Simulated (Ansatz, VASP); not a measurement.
**CaZnInC6N6 in VASP and in Ansatz**

File INCAR:

```
SYSTEM = CaZnInC6N6
ALGO = Normal
EDIFF = 1E-7
EDIFFG = -0.04
ENCUT = 600
GGA = PE
GGA_COMPAT = .FALSE.
IBRION = 2
ISIF = 3
ISMEAR = 0
LASPH = .TRUE.
LCHARG = .FALSE.
LREAL = .FALSE.
LWAVE = .FALSE.
NELM = 120
NELMIN = 4
NSW = 90
PREC = Accurate
SIGMA = 0.1
```

Contents of KPOINTS:

```
k-points
0
G
  4 4 4
  0 0 0
```

The input POSCAR:

```
CaZnInC6N6
1.0
    0.0000000000      5.1785000000      5.1785000000
    5.1785000000      0.0000000000      5.1785000000
    5.1785000000      5.1785000000      0.0000000000
Ca Zn In C N
1 1 1 6 6
Direct
    0.7500000000      0.7500000000      0.7500000000
    0.5000000000      0.5000000000      0.5000000000
    0.0000000000      0.0000000000      0.0000000000
    0.8067973400      0.1932026600      0.1932026600
    0.1932026600      0.1932026600      0.8067973400
    0.8067973400      0.1932026600      0.8067973400
    0.1932026600      0.8067973400      0.8067973400
    0.8067973400      0.8067973400      0.1932026600
    0.1932026600      0.8067973400      0.1932026600
    0.6938302600      0.3061697400      0.3061697400
    0.3061697400      0.3061697400      0.6938302600
    0.6938302600      0.3061697400      0.6938302600
    0.3061697400      0.6938302600      0.6938302600
    0.6938302600      0.6938302600      0.3061697400
    0.3061697400      0.6938302600      0.3061697400
```

Input for Ansatz:

```yaml
crystal:
  lattice:
    - [0.0, 5.1785, 5.1785]
    - [5.1785, 0.0, 5.1785]
    - [5.1785, 5.1785, 0.0]
  atoms:
    - { symbol: Ca, position: [0.75, 0.75, 0.75] }
    - { symbol: Zn, position: [0.5, 0.5, 0.5] }
    - { symbol: In, position: [0.0, 0.0, 0.0] }
    - { symbol: C, position: [0.80679734, 0.19320266, 0.19320266] }
    - { symbol: C, position: [0.19320266, 0.19320266, 0.80679734] }
    - { symbol: C, position: [0.80679734, 0.19320266, 0.80679734] }
    - { symbol: C, position: [0.19320266, 0.80679734, 0.80679734] }
    - { symbol: C, position: [0.80679734, 0.80679734, 0.19320266] }
    - { symbol: C, position: [0.19320266, 0.80679734, 0.19320266] }
    - { symbol: "N", position: [0.69383026, 0.30616974, 0.30616974] }
    - { symbol: "N", position: [0.30616974, 0.30616974, 0.69383026] }
    - { symbol: "N", position: [0.69383026, 0.30616974, 0.69383026] }
    - { symbol: "N", position: [0.30616974, 0.69383026, 0.69383026] }
    - { symbol: "N", position: [0.69383026, 0.69383026, 0.30616974] }
    - { symbol: "N", position: [0.30616974, 0.69383026, 0.30616974] }
basis:
  ecutwfc: 420
kpoints:
  mp_grid: { grid: [4, 4, 4] }
hamiltonian:
  xc: pbe
scf:
  occupations: { method: gaussian, width: 0.1 }
  lower_state_search: "off"
output:
  forces: true
  stress: true
  eigenvalues: true
relax:
  adjacent_minimum: "off"
  f_tol: 0.04
  max_steps: 70
  cell: { stress_tol: 0.4 }
```

Alike in both runs: task relaxation of cell and atoms; functional PBE; k mesh 4 × 4 × 4; occupations gaussian, width 0.1 eV; no spin polarisation.

```csv
,VASP,Ansatz
version,VASP 6.6.1,Ansatz 0.2.0
potentials or method,"VASP PAW PBE potentials, release 64 (Ca_sv, Zn, In_d, C, N), cutoff 600 eV","scalar-relativistic, plane waves, PAW"
valence electrons in the cell,89,89
```

VASP gave:

* gap on the k mesh at the Fermi level, each at its own relaxed structure (eV): none
* relaxed volume (Å³/atom): 23.91
* relaxed length of the cell vector where the two differ most in proportion (Å): 7.975

Q: Which values does Ansatz return?

A: gap on the k mesh at the Fermi level, each at its own relaxed structure (eV): none; relaxed volume (Å³/atom): 23.83; relaxed length of the cell vector where the two differ most in proportion (Å): 7.966.

A gap of «none» marks a metal or a gap that the smearing closes.

Noted on VASP's run: the standard files for N, O and F lose accuracy on very short bonds; the volume moved by over 15 % at a fixed basis, so the end points are rough.
